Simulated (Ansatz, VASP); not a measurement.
## Two plane-wave programs on HfTi2Ge3

```
Hf Ti Ge
1.0
     1.85135   -4.90840    0.00000
     1.85135    4.90840    0.00000
     0.00000    0.00000   11.23963
Hf Ti Ge
2 4 6
Direct
  0.14503 0.85497 0.25000
  0.85497 0.14503 0.75000
  0.13652 0.86348 0.91412
  0.86348 0.13652 0.08588
  0.86348 0.13652 0.41412
  0.13652 0.86348 0.58588
  0.59866 0.40134 0.42305
  0.40134 0.59866 0.57695
  0.40134 0.59866 0.92305
  0.59866 0.40134 0.07695
  0.41547 0.58453 0.25000
  0.58453 0.41547 0.75000
```

Alike in both runs: functional PBE; k mesh 5 × 5 × 2; occupations gaussian, width 0.2 eV; no spin polarisation.

Ansatz relaxed the structure, and its values are those at the end. VASP's run is a single point on that final structure, the one shown.

```csv
,VASP,Ansatz
version,VASP 6.6.1,Ansatz 0.2.0
potentials or method,"VASP PAW PBE potentials, release 64 (Hf_pv, Ti_sv, Ge_d), cutoff 520 eV","scalar-relativistic, plane waves, PAW"
valence electrons in the cell,152,184
```

```csv
,VASP,Ansatz,Ansatz less VASP
gap on the k mesh at the Fermi level (eV),none,none,-
pressure (GPa),0.3,0.3,+0.04
rms of the force components (eV/Å),0.023,0.028,+0.0053
```

A gap of «none» marks a metal or a gap that the smearing closes. VASP's potentials hold 152 valence electrons a cell and Ansatz's 184, so a difference there can come from the potentials and not from the codes.

The k mesh is coarse, so the values compare programs but aren't converged. Neither program's run includes spin-orbit coupling.
